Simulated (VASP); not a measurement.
Runs of VASP 6.6.1 on Ir. The structure is that of space group Fm-3m (No. 225), or close to it. The cells are those of the table. 

```tsv
potentials or basis	cell	cutoff (eV)	second run	gap on the mesh (eV)	pressure (GPa)
VASP PAW LDA potentials, release 64 (Ir)	a = 2.765 Å, angles 60.0°, 1 atom	520	-	none	(a)
VASP PAW LDA potentials, release 64 (Ir_sv_GW)	a = 2.621 Å, angles 60.0°, 1 atom	500	valence_matched	none	40.2
VASP PAW LDA potentials, release 64 (Ir)	a = 2.709, b = 2.709, c = 2.603 Å, angles 61.3, 61.3, 57.4°, 1 atom	520	-	none	16.5
VASP PAW LDA potentials, release 64 (Ir_sv_GW)	a = 2.805, b = 2.805, c = 2.694 Å, angles 61.3, 61.3, 57.4°, 1 atom	500	valence_matched	none	-26.0
VASP PAW LDA potentials, release 64 (Ir)	a = 2.718 Å, angles 60.0°, 1 atom	520	-	none	-7.5
VASP PAW LDA potentials, release 64 (Ir_sv_GW)	a = 2.646 Å, angles 60.0°, 1 atom	500	valence_matched	none	(b)
VASP PAW LDA potentials, release 64 (Ir)	a = 2.695 Å, angles 60.0°, 1 atom	520	-	none	2.8
VASP PAW LDA potentials, release 64 (Ir)	a = 2.742 Å, angles 60.0°, 1 atom	520	-	none	-16.2
VASP PAW LDA potentials, release 64 (Ir_sv_GW)	a = 2.718 Å, angles 60.0°, 1 atom	500	valence_matched	none	-11.6
VASP PAW LDA potentials, release 64 (Ir)	a = 2.684, b = 2.684, c = 2.579 Å, angles 61.3, 61.3, 57.4°, 1 atom	520	-	none	30.8
VASP PAW LDA potentials, release 64 (Ir_sv_GW)	a = 2.684, b = 2.684, c = 2.579 Å, angles 61.3, 61.3, 57.4°, 1 atom	500	valence_matched	none	25.7
VASP PAW LDA potentials, release 64 (Ir_sv_GW)	a = 2.670 Å, angles 60.0°, 1 atom	500	valence_matched	none	10.2
```

Alike in all rows: task single point; level LDA; no spin polarisation; k mesh 22 × 22 × 22; smearing gaussian 0.15 eV.

Fill in the values left out.

(a) -23.7; (b) 24.0.

Caveats: spin-orbit coupling is left out, which moves the levels of the heavy elements.

A k mesh can miss the band edges, and the runs leave out spin-orbit coupling on Ir.

A gap of «none» marks levels without a gap at the run's occupations.

The runs don't all hold the same shells in valence.
